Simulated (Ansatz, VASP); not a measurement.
# AgCl in VASP and in Ansatz

Contents of INCAR:

```
SYSTEM = AgCl
PREC = Accurate ; ENCUT = 520
EDIFF = 1E-7 ; ISMEAR = 0
SIGMA = 0.03 ; LREAL = .FALSE.
LASPH = .TRUE. ; NELM = 100
ALGO = Normal ; ISIF = 2
LWAVE = .FALSE. ; LCHARG = .FALSE.
GGA = PS ; NBANDS = 26
```

File KPOINTS:

```
Automatic mesh
0
G
  10 10 10
  0 0 0
```

POSCAR

```
AgCl
1.0
    2.0813870446     -5.5565952358      0.0000000000
    2.0813870446      5.5565952358      0.0000000000
    0.0000000000      0.0000000000      3.9240373500
Ag Cl
2 2
Direct
    0.3965554000      0.6034446000      0.7500000000
    0.6034446000      0.3965554000      0.2500000000
    0.8654487300      0.1345512700      0.2500000000
    0.1345512700      0.8654487300      0.7500000000
```

Input for Ansatz:

```yaml
crystal:
  lattice:
    - [2.0813870446, -5.5565952358, 0.0]
    - [2.0813870446, 5.5565952358, 0.0]
    - [0.0, 0.0, 3.92403735]
  atoms:
    - { symbol: Ag, position: [0.3965554, 0.6034446, 0.75] }
    - { symbol: Ag, position: [0.6034446, 0.3965554, 0.25] }
    - { symbol: Cl, position: [0.86544873, 0.13455127, 0.25] }
    - { symbol: Cl, position: [0.13455127, 0.86544873, 0.75] }
basis:
  ecutwfc: 420
kpoints:
  mp_grid: { grid: [10, 10, 10] }
hamiltonian:
  xc: pbesol
scf:
  occupations: { method: gaussian, width: 0.03 }
output:
  forces: true
  stress: true
  eigenvalues: true
```

Change from the starting cell: strain +0.1125 x Voigt [1, 0, 0, 0, 0, 0], atoms carried along.

Alike in both runs: task single point; functional PBEsol; k mesh 10 × 10 × 10; occupations gaussian, width 0.03 eV; no spin polarisation.

|  | VASP | Ansatz |
| --- | --- | --- |
| version | VASP 6.6.1 | Ansatz 0.2.0 |
| potentials or method | VASP PAW PBE potentials, release 64 (Ag, Cl), cutoff 520 eV | scalar-relativistic, plane waves, PAW |
| valence electrons in the cell | 36 | 52 |

|  | VASP | Ansatz | Ansatz less VASP |
| --- | --- | --- | --- |
| gap on the k mesh at the Fermi level (eV) | 0.31 | 0.31 | 0.000 |
| least direct gap on the mesh (eV) | 1.46 | 1.45 | -0.002 |
| pressure (GPa) | -7.0 | -6.9 | +0.09 |
| traceless stress, the component that is largest in VASP (GPa) | -2.29 | -2.27 | +0.015 |
| rms of the force components (eV/Å) | 0.043 | 0.043 | +0.0007 |

VASP's potentials were made for PBE, not for PBEsol. Atom by atom the forces differ by 0.001 eV/Å (rms over components). The functional is the same, so the differences come from potentials, cutoffs and numerics. VASP's potentials hold 36 valence electrons a cell and Ansatz's 52, so a difference there can come from the potentials and not from the codes.
